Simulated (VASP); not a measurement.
Runs of VASP 6.6.1 on TaO. The structure is that of space group P6/mmm (No. 191), or close to it. The cells are those of the table. 

```tsv
task	potentials or basis	cell	k mesh	cutoff (eV)	second run	gap on the mesh (eV)	pressure (GPa)	relaxed volume (Å³/atom)
single point	VASP PAW PBE potentials, release 64 (Ta_pv, O)	a = 3.047, b = 3.047, c = 3.855 Å, angles 90.0, 90.0, 120.0°, 2 atoms	9 × 9 × 4	520	-	none	0.4	-
single point	VASP PAW PBE potentials, release 64 (Ta_pv, O)	a = 2.493, b = 2.493, c = 4.478 Å, angles 90.0, 90.0, 120.0°, 2 atoms	9 × 9 × 4	520	-	none	36.5	-
single point	VASP PAW PBE potentials, release 64 (Ta_pv, O)	a = 3.066, b = 3.066, c = 3.855 Å, angles 90.0, 90.0, 120.0°, 2 atoms	21 × 21 × 14	520	-	none	0.4	-
single point	VASP PAW PBE potentials, release 64 (Ta_sv_GW, O)	a = 3.047, b = 3.047, c = 3.855 Å, angles 90.0, 90.0, 120.0°, 2 atoms	9 × 9 × 4	600	valence_matched	none	-0.1	-
single point	VASP PAW PBE potentials, release 64 (Ta_sv_GW, O)	a = 3.066, b = 3.066, c = 3.855 Å, angles 90.0, 90.0, 120.0°, 2 atoms	21 × 21 × 14	600	valence_matched	none	-0.1	-
relaxation of cell and atoms	VASP PAW PBE potentials, release 64 (Ta_pv, O)	relaxed from a = 3.047, b = 3.047, c = 3.855 Å, angles 90.0, 90.0, 120.0°, 2 atoms	21 × 21 × 14	600	-	none	0.0	(a)
relaxation of cell and atoms	VASP PAW PBE potentials, release 64 (Ta_pv, O)	relaxed from a = 2.493, b = 2.493, c = 4.478 Å, angles 90.0, 90.0, 120.0°, 2 atoms	9 × 9 × 4	600	-	none	-0.1	15.35
```

Alike in all rows: level PBE; no spin polarisation; smearing gaussian 0.1 eV.

Q: Estimate the missing entries.

A: (a) 15.68.

Caveats: some runs use coarse meshes; spin-orbit coupling is left out, which moves the levels of the heavy elements; an odd number of electrons without spin polarisation forces a metal; a magnetic or distorted state may lie lower; the volume moved by over 15 % at a fixed basis, so the end points are rough (some runs).

A k mesh can miss the band edges, and the runs leave out spin-orbit coupling on Ta.

A gap of «none» marks levels without a gap at the run's occupations.

The runs don't all hold the same shells in valence.
